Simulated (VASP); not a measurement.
# TePb (R-3m) in VASP: a series of runs

The runs below take TePb through single point, with PBE.

Everything below comes from runs of VASP 6.6.1. Logs are shortened: lines on timing, memory, paths and dates and some standing lists are left out, and cuts for length are marked.

**1. The cell of the first run**

It takes space group R-3m (No. 166, trigonal). Conventional cell: a = 3.622 Å, b = 3.622 Å, c = 17.745 Å, α = 90.00°, β = 90.00°, γ = 120.00°. Within 4.8 Å of Te (site symmetry -3m) lie 6 Pb at 3.62 Å and 6 Te at 3.62 Å. Pb (site symmetry -3m) has 6 Te at 3.62 Å and 6 Pb at 3.62 Å within 4.8 Å.

**2. Single point, PBE**

INCAR reads:

```
SYSTEM = TePb
PREC = Accurate
ENCUT = 520
EDIFF = 1E-6
ISMEAR = 0
SIGMA = 0.05
LREAL = .False.
LASPH = .True.
NELM = 100
ALGO = Normal
ISIF = 2
LWAVE = .False.
LCHARG = .True.
GGA = PE
LELF = .True.
LVHAR = .True.
NBANDS = 17
```

KPOINTS reads:

```
regular mesh
0
Gamma
  8 8 8
  0 0 0
```

POSCAR reads:

```
TePb
1.0
    1.7075143982      4.2687859956      4.2687859956
    4.2687859956      1.7075143982      4.2687859956
    4.2687859956      4.2687859956      1.7075143982
Te Pb
1 1
Direct
    0.5000000000      0.5000000000      0.5000000000
    0.0000000000      0.0000000000      0.0000000000
```

Potentials or basis: VASP PAW PBE potentials, release 64 (Te, Pb_d).

The run is started by

```sh
> cat potpaw_PBE.64/Te/POTCAR potpaw_PBE.64/Pb_d/POTCAR > POTCAR
> mpirun -np 1 vasp_std > vasp.out
```

OUTCAR:

```text
SYSTEM = TePb
   PREC = Accurate
   ENCUT = 520
   EDIFF = 1E-6
   ISMEAR = 0
   LREAL = .False.
   LASPH = .True.
   NELM = 100
   ISIF = 2
   GGA = PE

 ion  position               nearest neighbor table
   1  0.500  0.500  0.500-   2 3.62   2 3.62   2 3.62   2 3.62   2 3.62   2 3.62
   2  0.000  0.000  0.000-   1 3.62   1 3.62   1 3.62   1 3.62   1 3.62   1 3.62

  LATTYP: Found a trigonal (rhomboedric) cell.
 ALAT       =     6.2738085062
 COS(alpha) =     0.8333333333

  Lattice vectors:

 A1 = (   1.7075143982,   4.2687859956,   4.2687859956)
 A2 = (   4.2687859956,   1.7075143982,   4.2687859956)
 A3 = (   4.2687859956,   4.2687859956,   1.7075143982)

Analysis of symmetry for initial positions (statically):
=====================================================================
 Subroutine PRICEL returns:
 Original cell was already a primitive cell.

 Routine SETGRP: Setting up the symmetry group for a
 trigonal (rhombohedral) supercell.

 Subroutine GETGRP returns: Found 12 space group operations
 (whereof 12 operations were pure point group operations)
 out of a pool of 12 trial point group operations.

The static configuration has the point symmetry D_3d.

Analysis of symmetry for dynamics (positions and initial velocities):
=====================================================================
 Subroutine PRICEL returns:
 Original cell was already a primitive cell.

 Routine SETGRP: Setting up the symmetry group for a
 trigonal (rhombohedral) supercell.

 Subroutine GETGRP returns: Found 12 space group operations
 (whereof 12 operations were pure point group operations)
 out of a pool of 12 trial point group operations.

The dynamic configuration has the point symmetry D_3d.

 Subroutine INISYM returns: Found 12 space group operations
 (whereof 12 operations are pure point group operations),
 and found     1 'primitive' translations

----------------------------------------------------------------------------------------

                                     Primitive cell

  volume of cell :      67.2089

  direct lattice vectors                    reciprocal lattice vectors
     1.707514398  4.268785996  4.268785996    -0.227751455  0.162679611  0.162679611
     4.268785996  1.707514398  4.268785996     0.162679611 -0.227751455  0.162679611
     4.268785996  4.268785996  1.707514398     0.162679611  0.162679611 -0.227751455

[... 75 lines left out ...]
   ISTART =      0    job   : 0-new  1-cont  2-samecut
   ICHARG =      2    charge: 1-file 2-atom 10-const
   ISPIN  =      1    spin polarized calculation?
   LNONCOLLINEAR =      F non collinear calculations
   LSORBIT =      F    spin-orbit coupling
   LASPH  =      T    aspherical Exc in radial PAW
   ENCUT  =  520.0 eV  38.22 Ry    6.18 a.u.  11.67 11.67 11.67*2*pi/ulx,y,z
   NELM   =    100;   NELMIN=  2; NELMDL= -5     # of ELM steps
   EDIFF  = 0.1E-05   stopping-criterion for ELM
   LREAL  =      F    real-space projection
   EDIFFG = 0.1E-04   stopping-criterion for IOM
   NSW    =      0    number of steps for IOM
   IBRION =     -1    ionic relax: 0-MD 1-quasi-New 2-CG
   NFREE  =      0    steps in history (QN), initial steepest desc. (CG)
   ISIF   =      2    stress and relaxation
   ISYM   =      2    0-nonsym 1-usesym 2-fastsym
   POTIM  = 0.5000    time-step for ionic-motion
   TEBEG  =    0.0;   TEEND  =   0.0 temperature during run
   PSTRESS=    0.0 pullay stress
   NELECT =      20.0000    total number of electrons
   NUPDOWN=      -1.0000    fix difference up-down
   EMIN   =  10.00;   EMAX   =-10.00  energy-range for DOS
   EFERMI =   0.00;   METHOD = LEGACY
   ISMEAR =     0;   SIGMA  =   0.05  broadening in eV -4-tet -1-fermi 0-gaus
   EFERMI_NEDOS =   21; number of points for ismear=-14 and -15
   IALGO  =     38    algorithm
   IMIX   =      4    mixing-type and parameters
     AMIX     =   0.40;   BMIX     =  1.00
     AMIX_MAG =   1.60;   BMIX_MAG =  1.00
  volume/ion in A,a.u.               =      33.60       226.77
  Fermi-wavevector in a.u.,A,eV,Ry     =   1.092972  2.065418 16.253366  1.194589
  Thomas-Fermi vector in A             =   2.229249
   LORBIT       =      0    0 simple, 1 ext, 2 COOP (PROOUT), +10 PAW based schemes
   GGA     = PE    functional components
   LHFCALC =     F    Hartree Fock is set to
   AEXX    =    0.0000 exact exchange contribution
   IVDW    =     0    specifies the selected vdW correction
   LEPSILON=     F    determine dielectric tensor
   LRPA    =     F    only Hartree local field effects (RPA)
 non-spin polarized calculation
 Gauss-broadening in eV      SIGMA  =   0.05
  energy-cutoff  :      520.00
  volume of cell :       67.21
 maximum number of plane-waves:      1825
   NGX = 23   NGY = 23   NGZ = 23

 number of electron      19.9999998 magnetization

 Free energy of the ion-electron system (eV)
  ---------------------------------------------------
  ext. energy  EPLUGINS =         0.00000000
  ---------------------------------------------------
  free energy    TOTEN  =        -6.51365701 eV

  energy without entropy =       -6.51087427  energy(sigma->0) =       -6.51226564

 E-fermi :   6.1606     XC(G=0):  -9.5061

 val. band max:        6.1243022327   @ k =  -0.3750   0.1250   0.1250
 cond. band min:       6.1615789269   @ k =  -0.3750  -0.3750   0.2500
 fundamental gap:      0.0372766942
 Fermi energy:         6.1606340150

 k-point     1 :       0.0000    0.0000    0.0000
  band No.  band energies     occupation
      1     -11.2157      2.00000
      2     -11.1470      2.00000
      3     -11.1470      2.00000
      4     -11.0705      2.00000
      5     -11.0705      2.00000
      6      -6.1982      2.00000
[... 457 lines left out ...]
      4     -11.0816      2.00000
      5     -11.0588      2.00000
      6      -5.3566      2.00000
[... 9 lines left out ...]
     16      13.9731      0.00000
     17      16.9709      0.00000

 [... further k-points ...]
[... 5 lines left out ...]
  --------------------------------------------------------------------------------------
  -------------------------------------------------------------------------------------
  Total       -1.2246279     -1.2246279     -1.2246279     -0.3629030     -0.3629030     -0.3629030
  in kB      -29.1936131    -29.1936131    -29.1936131     -8.6511589     -8.6511589     -8.6511589
  external PRESSURE =     -29.1936131 kB  Pullay stress =       0.0000000 kB

 VOLUME and BASIS-vectors are now :
 -----------------------------------------------------------------------------
  energy-cutoff  :      520.00
  volume of cell :       67.21
      direct lattice vectors                 reciprocal lattice vectors
     1.707514398  4.268785996  4.268785996    -0.227751455  0.162679611  0.162679611
     4.268785996  1.707514398  4.268785996     0.162679611 -0.227751455  0.162679611
     4.268785996  4.268785996  1.707514398     0.162679611  0.162679611 -0.227751455

 POSITION                                       TOTAL-FORCE (eV/Angst)
 -----------------------------------------------------------------------------------
      5.12254      5.12254      5.12254        -0.000000     -0.000000      0.000000
      0.00000      0.00000      0.00000         0.000000      0.000000     -0.000000
 -----------------------------------------------------------------------------------
    total drift:                               -0.000000     -0.000000     -0.000000

  FREE ENERGIE OF THE ION-ELECTRON SYSTEM (eV)
  ---------------------------------------------------
  free  energy   TOTEN  =        -6.5136570130 eV

  energy  without entropy=       -6.5108742728  energy(sigma->0) =       -6.51226564
```

stdout:

```text
POSCAR found type information on POSCAR TePb
 POSCAR found :  2 types and       2 ions
 scaLAPACK will be used
 LDA part: xc-table for (Slater+PW92), standard interpolation
 POSCAR, INCAR and KPOINTS ok, starting setup
 FFT: planning ... GRIDC
 FFT: planning ... GRID_SOFT
 FFT: planning ... GRID
 WAVECAR not read
 entering main loop
```

Wall time 52 s (1 thread of Intel Xeon 6975P-C (Granite Rapids), shared host); peak memory 0.34 GiB.

What came out:

```yaml
Free_energy: -6.5137 eV
Pressure: -2.9 GPa
Band_gap_on_the_k_mesh: zero (band 10 reaches 7.72 eV, above the bottom of band 11 at 4.53 eV)
```

Stress tensor (GPa, compression positive):
```
-2.92 -0.87 -0.87
-0.87 -2.92 -0.87
-0.87 -0.87 -2.92
```

Caveat: spin-orbit coupling is left out, which moves the levels of the heavy elements.

**3. Single point, PBE**

This run uses another cell than the first one, of the same volume but with other edges.

INCAR reads:

```
SYSTEM = TePb
ALGO = Normal ; EDIFF = 1E-7
ENCUT = 520 ; GGA = PE
ISIF = 2 ; ISMEAR = 0
LASPH = .TRUE. ; LCHARG = .FALSE.
LREAL = .FALSE. ; LWAVE = .FALSE.
NBANDS = 17 ; NELM = 60
PREC = Accurate ; SIGMA = 0.05
```

KPOINTS reads:

```
k-points
0
G
  8 8 8
  0 0 0
```

POSCAR reads:

```
TePb
1.0
   -0.6993365950      2.9179216550      2.9179216550
    2.9179216550     -0.6993365950      2.9179216550
    2.9179216550      2.9179216550     -0.6993365950
Te Pb
1 1
Direct
    0.5000000000      0.5000000000      0.5000000000
    0.0000000000      0.0000000000      0.0000000000
```

Potentials or basis: VASP PAW PBE potentials, release 64 (Te, Pb_d).

The run is started by

```sh
> cat potpaw_PBE.64/Te/POTCAR potpaw_PBE.64/Pb_d/POTCAR > POTCAR
> mpirun -np 1 vasp_std > vasp.out
```

It took 19 s on 1 thread of Intel Xeon 6975P-C (Granite Rapids), shared host; peak memory 0.22 GiB.

Results (log left out):

```
Free energy            : -7.2243 eV
Pressure               : 0.3 GPa
Band gap on the k mesh : zero (band 10 reaches 6.11 eV, above the bottom of band 11 at 5.05 eV)
```

Stress tensor (GPa, compression positive):
```
0.29 1.20 1.20
1.20 0.29 1.20
1.20 1.20 0.29
```

Levels at points of the mesh, in eV from the Fermi level:
```
           k point  band 6  band 7  band 8  band 9  band 10  band 11  band 12  band 13  band 14  band 15
(0.00, 0.00, 0.00)  -12.01   -6.32   -1.94   -1.94    -0.31     3.67     4.59     4.59     4.74     4.74
(0.50, 0.00, 0.00)  -10.70   -8.88   -0.78   -0.78     0.32     0.48     1.40     2.93     6.70     7.39
(0.50, 0.50, 0.00)  -10.27   -7.56   -4.44   -3.73    -1.33     3.77     3.88     4.73     5.59     8.31
(0.50, 0.50, 0.50)  -10.06   -7.82   -1.82   -1.82    -1.63    -0.74    -0.12    -0.12     9.91    10.86
```

Caveat: spin-orbit coupling is left out, which moves the levels of the heavy elements.

**4. Single point, PBE**

This run uses another cell than the first one, of the same volume but with other edges.

INCAR reads:

```
ALGO     = Normal         # electronic algorithm
EDIFF    = 1E-6           # SCF threshold, eV
ENCUT    = 520            # plane-wave cutoff, eV
GGA      = PE             # functional
ISIF     = 2              # what is computed and relaxed
ISMEAR   = 0              # smearing method
LASPH    = True           # aspherical terms in the spheres
LCHARG   = False          # write CHGCAR
LREAL    = False          # projectors in reciprocal space
LWAVE    = False          # write WAVECAR
NBANDS   = 17             # bands
NELM     = 60             # most SCF steps
PREC     = Accurate       # precision mode
SIGMA    = 0.05           # smearing width, eV
```

KPOINTS reads:

```
k-points
0
Gamma
  8 8 8
```

POSCAR reads:

```
TePb
1.0
    0.7865962268      3.6643873007      3.6643873007
    3.6643873007      0.7865962268      3.6643873007
    3.6643873007      3.6643873007      0.7865962268
Te Pb
1 1
Direct
    0.5000000000      0.5000000000      0.5000000000
    0.0000000000      0.0000000000      0.0000000000
```

The run is started by

```sh
> cat potpaw_PBE.64/Te/POTCAR potpaw_PBE.64/Pb_d/POTCAR > POTCAR
> mpirun -np 1 vasp_std > vasp.out
```

Wall time 33 s (1 thread of Intel Xeon 6975P-C (Granite Rapids), shared host); peak memory 0.27 GiB.

The run converged. Its results:

* Free energy: -7.0274 eV
* Pressure: 0.3 GPa
* Band gap on the k mesh: zero (band 10 reaches 6.53 eV, above the bottom of band 11 at 5.16 eV)

Stress tensor (GPa, compression positive):
```
 0.26 -2.44 -2.44
-2.44  0.26 -2.44
-2.44 -2.44  0.26
```

Levels at points of the mesh, in eV from the Fermi level:
```
           k point  band 8  band 9  band 10  band 11  band 12  band 13
(0.00, 0.00, 0.00)   -3.31    0.02     0.02     4.28     4.28     5.02
(0.50, 0.00, 0.00)   -2.03   -0.99    -0.61    -0.44     1.12     1.74
(0.50, 0.50, 0.00)   -4.43   -3.53    -1.48     3.68     3.71     4.42
(0.50, 0.50, 0.50)    0.33    0.33     0.78     2.18     3.02     3.02
```

Caveat: spin-orbit coupling is left out, which moves the levels of the heavy elements.

**5. Single point, PBE**

This run uses another cell than the first one, of the same volume but with other edges.

INCAR reads:

```
PREC = Accurate ; ENCUT = 520
EDIFF = 1E-6 ; ISMEAR = 0
SIGMA = 0.05 ; LREAL = F
LASPH = T ; NELM = 60
ALGO = Normal ; ISIF = 2
LWAVE = F ; LCHARG = F
GGA = PE ; NBANDS = 17
```

KPOINTS reads:

```
regular mesh
0
Gamma
  8 8 8
```

POSCAR reads:

```
TePb
1.0
   -1.0202750839      2.8057564807      2.8057564807
    2.8057564807     -1.0202750839      2.8057564807
    2.8057564807      2.8057564807     -1.0202750839
Te Pb
1 1
Direct
    0.5000000000      0.5000000000      0.5000000000
    0.0000000000      0.0000000000      0.0000000000
```

The run is started by

```sh
> cat potpaw_PBE.64/Te/POTCAR potpaw_PBE.64/Pb_d/POTCAR > POTCAR
> mpirun -np 1 vasp_std > vasp.out
```

Run time: 22 s. Hardware: 1 thread of Intel Xeon 6975P-C (Granite Rapids), shared host; peak memory 0.21 GiB.

Results (log left out):

```yaml
Free_energy: -7.0745 eV
Pressure: -1.1 GPa
Band_gap_on_the_k_mesh: zero (band 10 reaches 6.00 eV, above the bottom of band 11 at 4.78 eV)
```

Stress tensor (GPa, compression positive):
```
-1.11  0.86  0.86
 0.86 -1.11  0.86
 0.86  0.86 -1.11
```

Levels at points of the mesh, in eV from the Fermi level:
```csv
k point,band 7,band 8,band 9,band 10,band 11,band 12,band 13,band 14
"(0.00, 0.00, 0.00)",-6.65,-1.75,-1.75,-0.55,3.99,4.31,4.31,5.23
"(0.50, 0.00, 0.00)",-8.84,-0.79,-0.39,0.24,0.37,1.85,2.87,5.92
"(0.50, 0.50, 0.00)",-7.69,-4.21,-3.89,-0.25,3.12,4.15,4.63,4.93
"(0.50, 0.50, 0.50)",-7.38,-2.11,-2.02,-2.02,-0.98,-0.51,-0.51,11.39
```

Caveat: spin-orbit coupling is left out, which moves the levels of the heavy elements.

**6. Single point, PBE**

This run uses another cell than the first one, of the same volume but with other edges.

INCAR reads:

```
SYSTEM = TePb
PREC = Accurate ; ENCUT = 520
EDIFF = 1E-6 ; ISMEAR = 0
SIGMA = 0.05 ; LREAL = .False.
LASPH = .True. ; NELM = 60
ALGO = Normal ; ISIF = 2
LWAVE = .False. ; LCHARG = .False.
GGA = PE ; NBANDS = 17
```

KPOINTS reads:

```
Automatic mesh
0
Gamma
  8 8 8
  0 0 0
```

POSCAR reads:

```
TePb
1.0
   -0.3406638029      3.0659742257      3.0659742257
    3.0659742257     -0.3406638029      3.0659742257
    3.0659742257      3.0659742257     -0.3406638029
Te Pb
1 1
Direct
    0.5000000000      0.5000000000      0.5000000000
    0.0000000000      0.0000000000      0.0000000000
```

Potentials or basis: VASP PAW PBE potentials, release 64 (Te, Pb_d).

The run is started by

```sh
> cat potpaw_PBE.64/Te/POTCAR potpaw_PBE.64/Pb_d/POTCAR > POTCAR
> mpirun -np 1 vasp_std > vasp.out
```

Run time: 16 s. Hardware: 1 thread of Intel Xeon 6975P-C (Granite Rapids), shared host; peak memory 0.22 GiB.

It converged, with:

```yaml
Free_energy: -7.4119 eV
Pressure: 1.9 GPa
Band_gap_on_the_k_mesh: zero (band 10 reaches 6.00 eV, above the bottom of band 11 at 5.66 eV)
```

Stress tensor (GPa, compression positive):
```
1.89 1.13 1.13
1.13 1.89 1.13
1.13 1.13 1.89
```

Levels at points of the mesh, in eV from the Fermi level:
```
           k point  band 7  band 8  band 9  band 10  band 11  band 12  band 13  band 14
(0.00, 0.00, 0.00)   -6.11   -2.05   -2.05    -0.89     3.51     4.00     4.00     4.86
(0.50, 0.00, 0.00)   -9.06   -1.22   -0.99    -0.01     0.30     0.94     1.84     7.58
(0.50, 0.50, 0.00)   -7.68   -4.82   -3.61    -2.52     3.08     4.55     5.07     6.16
(0.50, 0.50, 0.50)   -8.54   -1.67   -1.67    -1.09    -0.36     0.25     0.25     8.66
```

Caveat: spin-orbit coupling is left out, which moves the levels of the heavy elements.

**7. Overview**

```csv
cell,gap on the mesh (eV),pressure (GPa)
"a = 6.274 Å, angles 33.6°, 2 atoms",none,-2.9
"a = 4.185 Å, angles 75.3°, 2 atoms",none,0.3
"a = 5.242 Å, angles 45.7°, 2 atoms",none,0.3
"a = 4.097 Å, angles 82.7°, 2 atoms",none,-1.1
"a = 4.349 Å, angles 67.3°, 2 atoms",none,1.9
```

Alike in all rows: task single point; level PBE; potentials or basis VASP PAW PBE potentials, release 64 (Te, Pb_d); no spin polarisation; k mesh 8 × 8 × 8; cutoff (eV) 520; smearing gaussian 0.05 eV.

Caveats: spin-orbit coupling is left out, which moves the levels of the heavy elements.

Total energies depend on the potentials used, so only differences within one code and one set of settings carry meaning.
